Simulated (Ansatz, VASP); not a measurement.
# Sb: VASP beside Ansatz

INCAR

```
  ALGO = Normal
  EDIFF = 1E-6
  ENCUT = 520
  GGA = PS
  ISIF = 2
  ISMEAR = -1
  LASPH = T
  LCHARG = F
  LREAL = F
  LWAVE = F
  NBANDS = 12
  NELM = 100
  PREC = Accurate
  SIGMA = 0.15
```

File KPOINTS:

```
k-points
0
Gamma
  8 8 8
```

File POSCAR:

```
Sb
1.0
    2.2067620648      1.2740747235      3.8496944757
   -2.2067620648      1.2740747235      3.8496944757
    0.0000000000     -2.5481494470      3.8496944757
Sb
2
Direct
    0.2334900000      0.2334900000      0.2334900000
    0.7665100000      0.7665100000      0.7665100000
```

Input for Ansatz:

```yaml
crystal:
  lattice:
    - [2.2067620647976245, 1.2740747234827872, 3.8496944756798226]
    - [-2.2067620647976245, 1.2740747234827872, 3.8496944756798226]
    - [0.0, -2.5481494469655743, 3.8496944756798226]
  atoms:
    - { symbol: Sb, position: [0.23349, 0.23349, 0.23349] }
    - { symbol: Sb, position: [0.76651, 0.76651, 0.76651] }
basis:
  ecutwfc: 500.0
kpoints:
  mp_grid:
    grid: [8, 8, 8]
hamiltonian:
  xc: pbesol
  pseudopotentials:
    kind: paw
scf:
  occupations:
    method: fermi_dirac
    width: 0.15
output:
  stress: true
```

Alike in both runs: task single point; functional PBEsol; k mesh 8 × 8 × 8; occupations fermi-dirac, width 0.15 eV; no spin polarisation.

|  | VASP | Ansatz |
| --- | --- | --- |
| version | VASP 6.6.1 | Ansatz 0.2.0 |
| potentials or method | VASP PAW PBE potentials, release 64 (Sb), cutoff 520 eV | plane waves, PAW |
| valence electrons in the cell | 10 | 30 |

VASP gave:

- pressure (GPa): -3.4
- traceless stress, the component that is largest in VASP (GPa): 0.22

Problem. What did Ansatz give for the same quantities?

Solution. Pressure (GPa): -3.5; traceless stress, the component that is largest in VASP (GPa): 0.25.

VASP's potentials were made for PBE, not for PBEsol. With one functional, cell and mesh, what is left measures potentials, basis and numerics. VASP's potentials hold 10 valence electrons a cell and Ansatz's 30, so a difference there can come from the potentials and not from the codes.

Spin-orbit coupling is off throughout.
